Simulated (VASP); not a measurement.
# Cu25W (a cell with a defect) in VASP: single point with PBEsol

Aim: the single point of Cu25W (a cell with a defect) with PBEsol.

Everything below comes from runs of VASP 6.6.1. Logs are shortened: lines on timing, memory, paths and dates and some standing lists are left out, and cuts for length are marked.

### 1 The cell of the first run

The cell holds a defect, 26 atoms: a = 7.560 Å, b = 7.560 Å, c = 7.560 Å, α = 60.00°, β = 60.00°, γ = 60.00°.

### 2 Single point, PBEsol

INCAR

```
SYSTEM = Cu25W
ALGO = Fast
EDIFF = 1E-6
ENCUT = 520
GGA = PS
ISIF = 2
ISMEAR = 1
LASPH = .True.
LCHARG = .False.
LREAL = Auto
LWAVE = .False.
NBANDS = 164
NELM = 60
PREC = Accurate
SIGMA = 0.1
```

KPOINTS

```
k-points
0
Gamma
  4 4 4
  0 0 0
```

POSCAR

```
Cu25W
1.0
    0.0000000000      5.3454650035      5.3454650035
    5.3454650035      0.0000000000      5.3454650035
    5.3454650035      5.3454650035      0.0000000000
W Cu
1 25
Direct
    0.0000000000      0.0000000000      0.3333333333
    0.0000000000      0.0000000000      0.8333333333
    0.0008569653      0.3260207856     -0.0063816790
    0.0008569653      0.3260207856      0.3461705948
    0.0103253776      0.3547743061      0.6507834915
   -0.0103253776      0.6452256939      0.0158831752
   -0.0008569653      0.6739792144      0.3204960719
   -0.0008569653      0.6739792144      0.6730483457
    0.3260207856      0.0008569653     -0.0063816790
    0.3260207856      0.0008569653      0.3461705948
    0.3547743061      0.0103253776      0.6507834915
    0.3327496672      0.3327496672      0.0005836661
    0.3393981606      0.3393981606      0.3228415634
    0.3393981606      0.3393981606      0.6650287821
    0.3227480479      0.6772519521     -0.0064052879
    0.3327777041      0.6672222959      0.3333333333
    0.3227480479      0.6772519521      0.6730719546
    0.6452256939     -0.0103253776      0.0158831752
    0.6739792144     -0.0008569653      0.3204960719
    0.6739792144     -0.0008569653      0.6730483457
    0.6772519521      0.3227480479     -0.0064052879
    0.6672222959      0.3327777041      0.3333333333
    0.6772519521      0.3227480479      0.6730719546
    0.6606018394      0.6606018394      0.0016378846
    0.6606018394      0.6606018394      0.3438251033
    0.6672503328      0.6672503328      0.6660830005
```

Potentials or basis: VASP PAW PBE potentials, release 64 (W_sv, Cu).

Run with:

```console
> cat potpaw_PBE.64/W_sv/POTCAR potpaw_PBE.64/Cu/POTCAR > POTCAR
> mpirun -np 1 vasp_std > vasp.out
```

OUTCAR:

```text
SYSTEM = Cu25W
   EDIFF = 1E-6
   ENCUT = 520
   GGA = PS
   ISIF = 2
   ISMEAR = 1
   LASPH = .True.
   LREAL = Auto
   NELM = 60
   PREC = Accurate

 ion  position               nearest neighbor table
   1  0.000  0.000  0.333-  16 2.52  22 2.52   9 2.52   3 2.52  19 2.52   7 2.52   8 2.52   4 2.52
                            20 2.52  10 2.52
   2  0.000  0.000  0.833-   5 2.35   6 2.35  11 2.35  18 2.35  17 2.72  23 2.72  21 2.72  15 2.72

   3  0.001  0.326  0.994-   5 2.46   9 2.46  21 2.46   6 2.46   1 2.52  14 2.53   8 2.53  22 2.55
                            24 2.55  12 2.56   4 2.67
   4  0.001  0.326  0.346-   5 2.46  10 2.46  23 2.46   6 2.46   1 2.52  13 2.53   7 2.53  22 2.55
                            25 2.55  12 2.56   3 2.67
   5  0.010  0.355  0.651-   2 2.35   4 2.46   3 2.46   7 2.46   8 2.46  26 2.48  14 2.49  13 2.49
                            23 2.56  21 2.56  11 2.60
   6  0.990  0.645  0.016-   2 2.35   7 2.46   8 2.46   4 2.46   3 2.46  12 2.48  25 2.49  24 2.49
                            15 2.56  17 2.56  18 2.60
   7  0.999  0.674  0.320-   6 2.46  19 2.46  15 2.46   5 2.46   1 2.52  25 2.53   4 2.53  16 2.55
                            13 2.55  26 2.56   8 2.67
   8  0.999  0.674  0.673-   6 2.46  20 2.46  17 2.46   5 2.46   1 2.52  24 2.53   3 2.53  16 2.55
                            14 2.55  26 2.56   7 2.67
   9  0.326  0.001  0.994-  11 2.46   3 2.46  15 2.46  18 2.46   1 2.52  14 2.53  20 2.53  16 2.55
                            24 2.55  12 2.56  10 2.67
  10  0.326  0.001  0.346-  11 2.46   4 2.46  17 2.46  18 2.46   1 2.52  13 2.53  19 2.53  16 2.55
                            25 2.55  12 2.56   9 2.67
  11  0.355  0.010  0.651-   2 2.35  10 2.46   9 2.46  19 2.46  20 2.46  26 2.48  14 2.49  13 2.49
                            17 2.56  15 2.56   5 2.60
[... 13 lines left out ...]
                            21 2.56  23 2.56   6 2.60
  19  0.674  0.999  0.320-  18 2.46   7 2.46  21 2.46  11 2.46   1 2.52  25 2.53  10 2.53  22 2.55
                            13 2.55  26 2.56  20 2.67
  20  0.674  0.999  0.673-  18 2.46   8 2.46  23 2.46  11 2.46   1 2.52  24 2.53   9 2.53  22 2.55
                            14 2.55  26 2.56  19 2.67
  21  0.677  0.323  0.994-  23 2.42  19 2.46   3 2.46  13 2.52  24 2.52  26 2.54  12 2.54  18 2.56
                             5 2.56  22 2.57  15 2.68   2 2.72
  22  0.667  0.333  0.333-  24 2.49  13 2.49  14 2.49  25 2.49   1 2.52  16 2.53   3 2.55  19 2.55
                            20 2.55   4 2.55  21 2.57  23 2.57
  23  0.677  0.323  0.673-  21 2.42  20 2.46   4 2.46  14 2.52  25 2.52  12 2.54  26 2.54   5 2.56
                            18 2.56  22 2.57  17 2.68   2 2.72
  24  0.661  0.661  0.002-   6 2.49  18 2.49  26 2.49  22 2.49  16 2.49  15 2.52  21 2.52  20 2.53
                             8 2.53   9 2.55   3 2.55  25 2.59
  25  0.661  0.661  0.344-   6 2.49  18 2.49  26 2.49  22 2.49  16 2.49  23 2.52  17 2.52  19 2.53
                             7 2.53  10 2.55   4 2.55  24 2.59
  26  0.667  0.667  0.666-   5 2.48  11 2.48  25 2.49  24 2.49  17 2.54  23 2.54  21 2.54  15 2.54
                             7 2.56  19 2.56   8 2.56  20 2.56

  LATTYP: Found a face centered cubic cell.
 ALAT       =    10.6909300070

  Lattice vectors:

 A1 = (   0.0000000000,   5.3454650035,   5.3454650035)
 A2 = (   5.3454650035,   0.0000000000,   5.3454650035)
 A3 = (   5.3454650035,   5.3454650035,   0.0000000000)

Analysis of symmetry for initial positions (statically):
=====================================================================
 Subroutine PRICEL returns:
 Original cell was already a primitive cell.

 Routine SETGRP: Setting up the symmetry group for a
 face centered cubic supercell.

 Subroutine GETGRP returns: Found  8 space group operations
 (whereof  4 operations were pure point group operations)
 out of a pool of 48 trial point group operations.

The static configuration has the point symmetry C_2v.
 The point group associated with its full space group is D_2h.

Analysis of symmetry for dynamics (positions and initial velocities):
=====================================================================
 Subroutine PRICEL returns:
 Original cell was already a primitive cell.

 Routine SETGRP: Setting up the symmetry group for a
 face centered cubic supercell.

 Subroutine GETGRP returns: Found  8 space group operations
 (whereof  4 operations were pure point group operations)
 out of a pool of 48 trial point group operations.

The dynamic configuration has the point symmetry C_2v.
 The point group associated with its full space group is D_2h.

 Subroutine INISYM returns: Found  8 space group operations
 (whereof  4 operations are pure point group operations),
 and found     1 'primitive' translations

----------------------------------------------------------------------------------------

                                     Primitive cell

  volume of cell :     305.4826

  direct lattice vectors                    reciprocal lattice vectors
     0.000000000  5.345465004  5.345465004    -0.093537232  0.093537232  0.093537232
     5.345465004  0.000000000  5.345465004     0.093537232 -0.093537232  0.093537232
     5.345465004  5.345465004  0.000000000     0.093537232  0.093537232 -0.093537232

  length of vectors
     7.559629105  7.559629105  7.559629105     0.162011238  0.162011238  0.162011238

  position of ions in fractional coordinates (direct lattice)
     0.000000000  0.000000000  0.333333333
     0.000000000  0.000000000  0.833333333
     0.000856965  0.326020786  0.993618321
     0.000856965  0.326020786  0.346170595
     0.010325378  0.354774306  0.650783492
     0.989674622  0.645225694  0.015883175
[... 18 lines left out ...]
     0.660601839  0.660601839  0.343825103
     0.667250333  0.667250333  0.666083001

  ion indices of the primitive-cell ions
   primitive index   ion index
                 1           1
                 2           2
                 3           3
                 4           4
                 5           5
                 6           6
[... 18 lines left out ...]
                25          25
                26          26

----------------------------------------------------------------------------------------

 KPOINTS: k-points

Automatic generation of k-mesh.
 Grid dimensions read from file:
 generate k-points for:    4    4    4

 Generating k-lattice:

  Cartesian coordinates                     Fractional coordinates (reciprocal lattice)
    -0.023384308  0.023384308  0.023384308     0.250000000  0.000000000  0.000000000
     0.023384308 -0.023384308  0.023384308     0.000000000  0.250000000  0.000000000
     0.023384308  0.023384308 -0.023384308     0.000000000  0.000000000  0.250000000

  Length of vectors
     0.040502810  0.040502810  0.040502810

  Shift w.r.t. Gamma in fractional coordinates (k-lattice)
     0.000000000  0.000000000  0.000000000

 Subroutine IBZKPT returns following result:
 ===========================================

 Found     18 irreducible k-points:

 Following reciprocal coordinates:
            Coordinates               Weight
  0.000000  0.000000  0.000000      1.000000
  0.250000  0.000000  0.000000      4.000000
  0.000000  0.000000  0.250000      4.000000
  0.500000  0.000000  0.000000      2.000000
  0.000000  0.000000  0.500000      2.000000
  0.250000  0.250000  0.000000      2.000000
[... 10 lines left out ...]
 -0.250000  0.500000  0.250000      4.000000
  0.250000 -0.250000  0.500000      2.000000
   k-points           NKPTS =     18   k-points in BZ     NKDIM =     18   number of bands    NBANDS=    164
   number of dos      NEDOS =    301   number of ions     NIONS =     26
   total plane-waves  NPLWV = 175616
   dimension x,y,z NGX =    56 NGY =   56 NGZ =   56
   dimension x,y,z NGXF=   112 NGYF=  112 NGZF=  112
   ions per type =               1  25
   NGX,Y,Z   is equivalent  to a cutoff of  12.32, 12.32, 12.32 a.u.
   NGXF,Y,Z  is equivalent  to a cutoff of  24.63, 24.63, 24.63 a.u.
 SYSTEM =  Cu25W
   PREC   = accura    normal or accurate (medium, high low for compatibility)
   ISTART =      0    job   : 0-new  1-cont  2-samecut
   ICHARG =      2    charge: 1-file 2-atom 10-const
   ISPIN  =      1    spin polarized calculation?
   LNONCOLLINEAR =      F non collinear calculations
   LSORBIT =      F    spin-orbit coupling
   LASPH  =      T    aspherical Exc in radial PAW
   ENCUT  =  520.0 eV  38.22 Ry    6.18 a.u.  14.06 14.06 14.06*2*pi/ulx,y,z
   NELM   =     60;   NELMIN=  2; NELMDL= -5     # of ELM steps
   EDIFF  = 0.1E-05   stopping-criterion for ELM
   LREAL  =      T    real-space projection
   EDIFFG = 0.1E-04   stopping-criterion for IOM
   NSW    =      0    number of steps for IOM
   IBRION =     -1    ionic relax: 0-MD 1-quasi-New 2-CG
   NFREE  =      0    steps in history (QN), initial steepest desc. (CG)
   ISIF   =      2    stress and relaxation
   ISYM   =      2    0-nonsym 1-usesym 2-fastsym
   POTIM  = 0.5000    time-step for ionic-motion
   TEBEG  =    0.0;   TEEND  =   0.0 temperature during run
   PSTRESS=    0.0 pullay stress
   NELECT =     289.0000    total number of electrons
   NUPDOWN=      -1.0000    fix difference up-down
   EMIN   =  10.00;   EMAX   =-10.00  energy-range for DOS
   EFERMI =   0.00;   METHOD = LEGACY
   ISMEAR =     1;   SIGMA  =   0.10  broadening in eV -4-tet -1-fermi 0-gaus
   EFERMI_NEDOS =   21; number of points for ismear=-14 and -15
   IALGO  =     68    algorithm
   IMIX   =      4    mixing-type and parameters
     AMIX     =   0.40;   BMIX     =  1.00
     AMIX_MAG =   1.60;   BMIX_MAG =  1.00
  volume/ion in A,a.u.               =      11.75        79.29
  Fermi-wavevector in a.u.,A,eV,Ry     =   1.607109  3.036995 35.141111  2.582799
  Thomas-Fermi vector in A             =   2.703190
   LORBIT       =      0    0 simple, 1 ext, 2 COOP (PROOUT), +10 PAW based schemes
   GGA     = PS    functional components
   LHFCALC =     F    Hartree Fock is set to
   AEXX    =    0.0000 exact exchange contribution
   IVDW    =     0    specifies the selected vdW correction
   LEPSILON=     F    determine dielectric tensor
   LRPA    =     F    only Hartree local field effects (RPA)
 non-spin polarized calculation
 RMM-DIIS sequential band-by-band and
 Methfessel and Paxton  Order N= 1 SIGMA  =   0.10
  energy-cutoff  :      520.00
  volume of cell :      305.48
 maximum number of plane-waves:      8291
   NGX = 29   NGY = 29   NGZ = 29

 number of electron     289.0000033 magnetization

 Free energy of the ion-electron system (eV)
  ---------------------------------------------------
  ext. energy  EPLUGINS =         0.00000000
  ---------------------------------------------------
  free energy    TOTEN  =      -116.92862995 eV

  energy without entropy =     -116.93401299  energy(sigma->0) =     -116.93042430

 E-fermi :   7.8383     XC(G=0): -13.0377

 val. band max:        7.8342560847   @ k =   0.0000   0.5000   0.5000
 cond. band min:       7.8404337728   @ k =  -0.2500   0.5000   0.2500
 fundamental gap:      0.0061776881
 Fermi energy:         7.8382686122

 k-point     1 :       0.0000    0.0000    0.0000
  band No.  band energies     occupation
      1     -66.2959      2.00000
      2     -30.5747      2.00000
      3     -30.5196      2.00000
      4     -30.4973      2.00000
      5      -1.7605      2.00000
      6       1.4337      2.00000
[... 2851 lines left out ...]
    155      10.0533      0.00000
    156      10.3015      0.00000
 [bands above 156 left out]

------------------------ aborting loop because EDIFF is reached ----------------------------------------

  FORCE on cell =-STRESS in cart. coord.  units (eV):
  Direction    XX          YY          ZZ          XY          YZ          ZX
  --------------------------------------------------------------------------------------
  -------------------------------------------------------------------------------------
  Total        2.2395767      2.2395767      6.6945286     -0.5293814      0.0000000      0.0000000
  in kB       11.7460014     11.7460014     35.1110740     -2.7764690      0.0000000      0.0000000
  external PRESSURE =      19.5343589 kB  Pullay stress =       0.0000000 kB

 VOLUME and BASIS-vectors are now :
 -----------------------------------------------------------------------------
  energy-cutoff  :      520.00
  volume of cell :      305.48
      direct lattice vectors                 reciprocal lattice vectors
     0.000000000  5.345465004  5.345465004    -0.093537232  0.093537232  0.093537232
     5.345465004  0.000000000  5.345465004     0.093537232 -0.093537232  0.093537232
     5.345465004  5.345465004  0.000000000     0.093537232  0.093537232 -0.093537232

 POSITION                                       TOTAL-FORCE (eV/Angst)
 -----------------------------------------------------------------------------------
      1.78182      1.78182      0.00000        -0.000000      0.000000     -0.000000
      4.45455      4.45455      0.00000        -0.000000      0.000000     -0.000000
      7.05408      5.31593      1.74731         0.002596     -0.022251      0.023678
      3.59318      1.85502      1.74731         0.022251     -0.002596      0.023678
      5.37517      3.53393      1.95163         0.002453     -0.002453      0.009616
      3.53393      5.37517      8.73930        -0.002453      0.002453     -0.009616
[... 18 lines left out ...]
      5.36913      5.36913      7.06245         0.001628      0.001628     -0.005784
      7.12729      7.12729      7.13353        -0.000000      0.000000      0.012251
 -----------------------------------------------------------------------------------
    total drift:                                0.000294      0.000294     -0.000005

  FREE ENERGIE OF THE ION-ELECTRON SYSTEM (eV)
  ---------------------------------------------------
  free  energy   TOTEN  =      -116.9286299480 eV

  energy  without entropy=     -116.9340129919  energy(sigma->0) =     -116.93042430
```

Run time: 51 min. Hardware: 1 thread of Oxide Virtual Turin-like, shared host; peak memory 0.76 GiB.

What came out:

```yaml
Free_energy: -116.9286 eV
Pressure: 2.0 GPa
Largest_force: 0.045 eV/Å
Band_gap_on_the_k_mesh: zero (an odd number of electrons rules out a gap without spin polarisation)
```

Forces in eV/Å, atoms in the order of the input:
```
W    0.000  0.000  0.000
Cu   0.000  0.000  0.000
Cu   0.003 -0.022  0.024
Cu   0.022 -0.003  0.024
Cu   0.002 -0.002  0.010
Cu  -0.002  0.002 -0.010
Cu  -0.022  0.003 -0.024
Cu  -0.003  0.022 -0.024
Cu  -0.022  0.003  0.024
Cu  -0.003  0.022  0.024
Cu  -0.002  0.002  0.010
Cu   0.000  0.000 -0.012
Cu  -0.002 -0.002  0.006
Cu   0.002  0.002  0.006
Cu   0.002 -0.001  0.000
Cu  -0.032  0.032  0.000
Cu   0.001 -0.002  0.000
Cu   0.002 -0.002 -0.010
Cu   0.003 -0.022 -0.024
Cu   0.022 -0.003 -0.024
Cu  -0.001  0.002  0.000
Cu   0.032 -0.032  0.000
Cu  -0.002  0.001  0.000
Cu  -0.002 -0.002 -0.006
Cu   0.002  0.002 -0.006
Cu   0.000  0.000  0.012
```

Stress tensor (GPa, compression positive):
```
 1.17 -0.28  0.00
-0.28  1.17  0.00
 0.00  0.00  3.51
```

Caveat: the PAW data sets were made with another functional, which shifts forces and pressure a little; spin-orbit coupling is left out, which moves the levels of the heavy elements.
